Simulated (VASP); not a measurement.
Sc2Al, 3 atoms in the cell. The structure is orthorhombic, space group Immm (No. 71). Conventional cell: a = 3.307 Å, b = 5.194 Å, c = 7.991 Å, α = 90.00°, β = 90.00°, γ = 90.00°. Within 3.8 Å of Sc (site symmetry mm2) lie 4 Al at 2.91 to 3.05 Å and 7 Sc at 3.18 to 3.31 Å. Al (site symmetry mmm) has 8 Sc at 2.91 to 3.05 Å and 2 Al at 3.31 Å within 3.8 Å. 

```yaml
Program: VASP 6.6.1
Task: single point
Functional: r2SCAN
Potentials_or_basis: VASP PAW PBE potentials, release 64 (Sc_sv, Al)
Cutoff: 520 eV
k_mesh: 6 × 6 × 6
Occupations: gaussian, width 0.1 eV
Spin: no spin polarisation
Dipole_correction: no
Further_INCAR_settings: ALGO = Normal; EDIFF = 1e-06; NBANDS = 20
```

Potentials or basis: VASP PAW PBE potentials, release 64 (Sc_sv, Al).

Launch:

```bash
$ cat potpaw_PBE.64/Sc_sv/POTCAR potpaw_PBE.64/Al/POTCAR > POTCAR
$ cp INCAR.step1 INCAR
$ mpirun -np 1 vasp_std > vasp.out
$ cp INCAR.step2 INCAR
$ mpirun -np 1 vasp_std > vasp.out
```

Hardware: 1 thread of Intel(R) Xeon(R) Platinum 8259CL CPU @ 2.50GHz (Skylake/Cascade Lake), on a shared host.

Question: Estimate the wall time of this run.

Answer: It took 5.8 min on 1 thread of Intel(R) Xeon(R) Platinum 8259CL CPU @ 2.50GHz (Skylake/Cascade Lake) (shared host), peak memory 0.29 GiB. Counts: k points 46.
